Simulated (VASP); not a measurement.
# Ag (I4/mmm) in VASP: a series of runs, part 2 of 2

VASP 6.6.1. The steps go on from the part before.

## (4) Single point, PBEsol (strain +0.080 along x and y, -0.080 along z)

File INCAR:

```
SYSTEM = Ag
PREC = Accurate ; ENCUT = 520
EDIFF = 1E-6 ; ISMEAR = 0
SIGMA = 0.15 ; LREAL = .FALSE.
LASPH = .TRUE. ; NELM = 60
ALGO = Normal ; ISIF = 2
LWAVE = .FALSE. ; LCHARG = .FALSE.
GGA = PS ; NBANDS = 12
```

File KPOINTS:

```
Automatic mesh
0
G
  20 20 20
  0 0 0
```

File POSCAR:

```
Ag
1.0
    0.0000000000      2.2065480000      1.8796520000
    2.2065480000      0.0000000000      1.8796520000
    2.2065480000      2.2065480000      0.0000000000
Ag
1
Direct
    0.0000000000      0.0000000000      0.0000000000
```

Potentials or basis: VASP PAW PBE potentials, release 64 (Ag).

Started as:

```
> cat potpaw_PBE.64/Ag/POTCAR > POTCAR
> mpirun -np 1 vasp_std > vasp.out
```

OUTCAR:

```text
SYSTEM = Ag
   PREC = Accurate
   ENCUT = 520
   EDIFF = 1E-6
   ISMEAR = 0
   LREAL = .FALSE.
   LASPH = .TRUE.
   NELM = 60
   ISIF = 2
   GGA = PS

 ion  position               nearest neighbor table
   1  0.000  0.000  0.000-

  LATTYP: Found a body centered tetragonal cell.
 ALAT       =     3.1205301076
 C/A-ratio  =     1.2047004420

  Lattice vectors:

 A1 = (   0.0000000000,  -2.2065480000,  -1.8796520000)
 A2 = (   0.0000000000,   2.2065480000,  -1.8796520000)
 A3 = (   2.2065480000,   0.0000000000,   1.8796520000)

Analysis of symmetry for initial positions (statically):
=====================================================================
 Subroutine PRICEL returns:
 Original cell was already a primitive cell.

 Routine SETGRP: Setting up the symmetry group for a
 body centered tetragonal supercell.

 Subroutine GETGRP returns: Found 16 space group operations
 (whereof 16 operations were pure point group operations)
 out of a pool of 16 trial point group operations.

The static configuration has the point symmetry D_4h.

Analysis of symmetry for dynamics (positions and initial velocities):
=====================================================================
 Subroutine PRICEL returns:
 Original cell was already a primitive cell.

 Routine SETGRP: Setting up the symmetry group for a
 body centered tetragonal supercell.

 Subroutine GETGRP returns: Found 16 space group operations
 (whereof 16 operations were pure point group operations)
 out of a pool of 16 trial point group operations.

The dynamic configuration has the point symmetry D_4h.

 Subroutine INISYM returns: Found 16 space group operations
 (whereof 16 operations are pure point group operations),
 and found     1 'primitive' translations

----------------------------------------------------------------------------------------

                                     Primitive cell

  volume of cell :      18.3035

  direct lattice vectors                    reciprocal lattice vectors
     0.000000000  2.206548000  1.879652000    -0.226598288  0.226598288  0.266006686
     2.206548000  0.000000000  1.879652000     0.226598288 -0.226598288  0.266006686
     2.206548000  2.206548000  0.000000000     0.226598288  0.226598288 -0.266006686

  length of vectors
     2.898610998  2.898610998  3.120530108     0.416477041  0.416477041  0.416477041

  position of ions in fractional coordinates (direct lattice)
     0.000000000  0.000000000  0.000000000

  ion indices of the primitive-cell ions
   primitive index   ion index
                 1           1

----------------------------------------------------------------------------------------

 KPOINTS: Automatic mesh

Automatic generation of k-mesh.
 Grid dimensions read from file:
 generate k-points for:   20   20   20

 Generating k-lattice:

  Cartesian coordinates                     Fractional coordinates (reciprocal lattice)
    -0.011329914  0.011329914  0.013300334     0.050000000  0.000000000  0.000000000
     0.011329914 -0.011329914  0.013300334     0.000000000  0.050000000  0.000000000
     0.011329914  0.011329914 -0.013300334     0.000000000  0.000000000  0.050000000

  Length of vectors
     0.020823852  0.020823852  0.020823852

  Shift w.r.t. Gamma in fractional coordinates (k-lattice)
     0.000000000  0.000000000  0.000000000

 Subroutine IBZKPT returns following result:
 ===========================================

 Found    641 irreducible k-points:

 Following reciprocal coordinates:
            Coordinates               Weight
  0.000000  0.000000  0.000000      1.000000
  0.050000  0.000000  0.000000      8.000000
  0.100000  0.000000  0.000000      8.000000
  0.150000  0.000000  0.000000      8.000000
  0.200000  0.000000  0.000000      8.000000
  0.250000  0.000000  0.000000      8.000000
[... 16 lines left out ...]
 -0.400000  0.050000  0.000000      8.000000
 -0.350000  0.050000  0.000000      8.000000
 [... further k-points ...]
   k-points           NKPTS =    641   k-points in BZ     NKDIM =    641   number of bands    NBANDS=     12
   number of dos      NEDOS =    301   number of ions     NIONS =      1
   total plane-waves  NPLWV =  13824
   dimension x,y,z NGX =    24 NGY =   24 NGZ =   24
   dimension x,y,z NGXF=    48 NGYF=   48 NGZF=   48
   ions per type =               1
   NGX,Y,Z   is equivalent  to a cutoff of  13.76, 13.76, 12.79 a.u.
   NGXF,Y,Z  is equivalent  to a cutoff of  27.53, 27.53, 25.57 a.u.
 SYSTEM =  Ag
   PREC   = accura    normal or accurate (medium, high low for compatibility)
   ISTART =      0    job   : 0-new  1-cont  2-samecut
   ICHARG =      2    charge: 1-file 2-atom 10-const
   ISPIN  =      1    spin polarized calculation?
   LNONCOLLINEAR =      F non collinear calculations
   LSORBIT =      F    spin-orbit coupling
   LASPH  =      T    aspherical Exc in radial PAW
   ENCUT  =  520.0 eV  38.22 Ry    6.18 a.u.   5.39  5.39  5.80*2*pi/ulx,y,z
   NELM   =     60;   NELMIN=  2; NELMDL= -5     # of ELM steps
   EDIFF  = 0.1E-05   stopping-criterion for ELM
   LREAL  =      F    real-space projection
   EDIFFG = 0.1E-04   stopping-criterion for IOM
   NSW    =      0    number of steps for IOM
   IBRION =     -1    ionic relax: 0-MD 1-quasi-New 2-CG
   NFREE  =      0    steps in history (QN), initial steepest desc. (CG)
   ISIF   =      2    stress and relaxation
   ISYM   =      2    0-nonsym 1-usesym 2-fastsym
   POTIM  = 0.5000    time-step for ionic-motion
   TEBEG  =    0.0;   TEEND  =   0.0 temperature during run
   PSTRESS=    0.0 pullay stress
   NELECT =      11.0000    total number of electrons
   NUPDOWN=      -1.0000    fix difference up-down
   EMIN   =  10.00;   EMAX   =-10.00  energy-range for DOS
   EFERMI =   0.00;   METHOD = LEGACY
   ISMEAR =     0;   SIGMA  =   0.15  broadening in eV -4-tet -1-fermi 0-gaus
   EFERMI_NEDOS =   21; number of points for ismear=-14 and -15
   IALGO  =     38    algorithm
   IMIX   =      4    mixing-type and parameters
     AMIX     =   0.40;   BMIX     =  1.00
     AMIX_MAG =   1.60;   BMIX_MAG =  1.00
  volume/ion in A,a.u.               =      18.30       123.52
  Fermi-wavevector in a.u.,A,eV,Ry     =   1.381532  2.610717 25.968502  1.908631
  Thomas-Fermi vector in A             =   2.506308
   LORBIT       =      0    0 simple, 1 ext, 2 COOP (PROOUT), +10 PAW based schemes
   GGA     = PS    functional components
   LHFCALC =     F    Hartree Fock is set to
   AEXX    =    0.0000 exact exchange contribution
   IVDW    =     0    specifies the selected vdW correction
   LEPSILON=     F    determine dielectric tensor
   LRPA    =     F    only Hartree local field effects (RPA)
 non-spin polarized calculation
 Gauss-broadening in eV      SIGMA  =   0.15
  energy-cutoff  :      520.00
  volume of cell :       18.30
 maximum number of plane-waves:       512
 NGX is ok and might be reduce to    24
   NGX = 11   NGY = 11   NGZ = 11

 number of electron      11.0000000 magnetization

 Free energy of the ion-electron system (eV)
  ---------------------------------------------------
  ext. energy  EPLUGINS =         0.00000000
  ---------------------------------------------------
  free energy    TOTEN  =        -3.24526665 eV

  energy without entropy =       -3.24169556  energy(sigma->0) =       -3.24348110

 E-fermi :   7.2531     XC(G=0): -11.9928

 val. band max:        7.2514616326   @ k =  -0.3500   0.2000   0.0500
 cond. band min:       7.2606925492   @ k =   0.5000   0.0500   0.0000
 fundamental gap:      0.0092309166
 Fermi energy:         7.2530914230

 k-point     1 :       0.0000    0.0000    0.0000
  band No.  band energies     occupation
      1      -0.0314      2.00000
      2       2.5671      2.00000
      3       2.5671      2.00000
      4       3.2023      2.00000
      5       3.3293      2.00000
      6       3.9914      2.00000
      7      23.4850      0.00000
      8      25.7252      0.00000
      9      25.7252      0.00000
     10      27.6225      0.00000
     11      30.8057      0.00000
     12      30.9172      0.00000
[... 331 lines left out ...]
 k-point    24 :      -0.3500    0.0500    0.0000
  band No.  band energies     occupation
      1       1.4656      2.00000
      2       2.4642      2.00000
      3       3.2101      2.00000
      4       3.9164      2.00000
      5       4.1636      2.00000
      6       4.9388      2.00000
      7      14.0582      0.00000
      8      22.2176      0.00000
      9      23.8693      0.00000
     10      25.8840      0.00000
     11      27.6460      0.00000
     12      28.8165      0.00000

 [... further k-points ...]

------------------------ aborting loop because EDIFF is reached ----------------------------------------

  FORCE on cell =-STRESS in cart. coord.  units (eV):
  Direction    XX          YY          ZZ          XY          YZ          ZX
  --------------------------------------------------------------------------------------
  -------------------------------------------------------------------------------------
  Total       -1.0131629     -1.0131629     -0.7993125      0.0000000      0.0000000      0.0000000
  in kB      -88.6861229    -88.6861229    -69.9669576      0.0000000      0.0000000      0.0000000
  external PRESSURE =     -82.4464012 kB  Pullay stress =       0.0000000 kB

 VOLUME and BASIS-vectors are now :
 -----------------------------------------------------------------------------
  energy-cutoff  :      520.00
  volume of cell :       18.30
      direct lattice vectors                 reciprocal lattice vectors
     0.000000000  2.206548000  1.879652000    -0.226598288  0.226598288  0.266006686
     2.206548000  0.000000000  1.879652000     0.226598288 -0.226598288  0.266006686
     2.206548000  2.206548000  0.000000000     0.226598288  0.226598288 -0.266006686

 POSITION                                       TOTAL-FORCE (eV/Angst)
 -----------------------------------------------------------------------------------
      0.00000      0.00000      0.00000        -0.000000     -0.000000      0.000000
 -----------------------------------------------------------------------------------
    total drift:                                0.000000      0.000000     -0.000000

  FREE ENERGIE OF THE ION-ELECTRON SYSTEM (eV)
  ---------------------------------------------------
  free  energy   TOTEN  =        -3.2452666489 eV

  energy  without entropy=       -3.2416955568  energy(sigma->0) =       -3.24348110
```

OSZICAR:

```text
N       E                     dE             d eps       ncg     rms          rms(c)
DAV:   1     0.514928051452E+02    0.51493E+02   -0.54349E+03 15548   0.818E+02
DAV:   2    -0.273416803191E+01   -0.54227E+02   -0.51233E+02 17828   0.190E+02
DAV:   3    -0.356545531242E+01   -0.83129E+00   -0.83068E+00 18112   0.252E+01
DAV:   4    -0.356797357111E+01   -0.25183E-02   -0.25182E-02 17404   0.145E+00
DAV:   5    -0.356799430678E+01   -0.20736E-04   -0.20735E-04 18040   0.118E-01    0.468E+00
DAV:   6    -0.325536612871E+01    0.31263E+00   -0.13659E+00 16564   0.102E+01    0.289E+00
DAV:   7    -0.324853446077E+01    0.68317E-02   -0.59166E-03 17588   0.767E-01    0.168E+00
DAV:   8    -0.324525598141E+01    0.32785E-02   -0.67476E-04 17592   0.187E-01    0.637E-02
DAV:   9    -0.324526456885E+01   -0.85874E-05   -0.97092E-06 17228   0.231E-02    0.155E-02
DAV:  10    -0.324526673535E+01   -0.21665E-05   -0.21022E-06 17812   0.129E-02    0.186E-03
DAV:  11    -0.324526664893E+01    0.86423E-07   -0.48177E-08  8532   0.181E-03
   1 F= -.32452666E+01 E0= -.32434811E+01  d E =-.357109E-02
```

Run time: 29 s. Hardware: 1 thread of Intel Xeon 6975P-C (Granite Rapids), shared host; peak memory 0.25 GiB.

What came out:

```
Free energy            : -3.2453 eV
Pressure               : -8.2 GPa
Band gap on the k mesh : zero (an odd number of electrons rules out a gap without spin polarisation)
```

Stress tensor (GPa, compression positive):
```
-8.87  0.00  0.00
 0.00 -8.87  0.00
 0.00  0.00 -7.00
```

Levels at points of the mesh, in eV from the Fermi level:
```tsv
k point	band 2	band 3	band 4	band 5	band 6	band 7	band 8	band 9	band 10	band 11
(0.00, 0.00, 0.00)	-4.69	-4.69	-4.05	-3.92	-3.26	16.23	18.47	18.47	20.37	23.55
(0.50, 0.00, 0.00)	-4.92	-4.04	-3.09	-2.66	-0.17	3.35	14.22	15.42	20.23	20.41
(0.50, 0.50, 0.00)	-5.83	-2.86	-2.66	-2.66	3.64	8.52	8.52	8.90	14.47	14.70
(0.50, 0.00, 0.50)	-5.73	-3.00	-3.00	-2.49	0.85	5.02	11.35	11.55	17.41	17.69
```

Caveat: the cell differs from its parent crystal (strain +0.080 along x and y, -0.080 along z); the cell stands under tension; the PAW data sets were made with another functional, which shifts forces and pressure a little.

## (5) The runs side by side

| cell | gap on the mesh (eV) | pressure (GPa) |
| --- | --- | --- |
| a = 2.837, b = 2.837, c = 3.005 Å, angles 58.0, 58.0, 64.0°, 1 atom | none | -2.0 |
| a = 2.892, b = 2.892, c = 3.005 Å, angles 58.7, 58.7, 62.6°, 1 atom | none | -6.1 |
| a = 2.899, b = 2.899, c = 3.121 Å, angles 57.4, 57.4, 65.1°, 1 atom | none | -8.2 |

Alike in all rows: task single point; level PBEsol; potentials or basis VASP PAW PBE potentials, release 64 (Ag); no spin polarisation; k mesh 20 × 20 × 20; cutoff (eV) 520; smearing gaussian 0.15 eV.

Caveats: the PAW data sets were made with another functional, which shifts forces and pressure a little; the cell stands under tension (at least some runs).

Absolute energies hang on the potentials; compare differences alone.
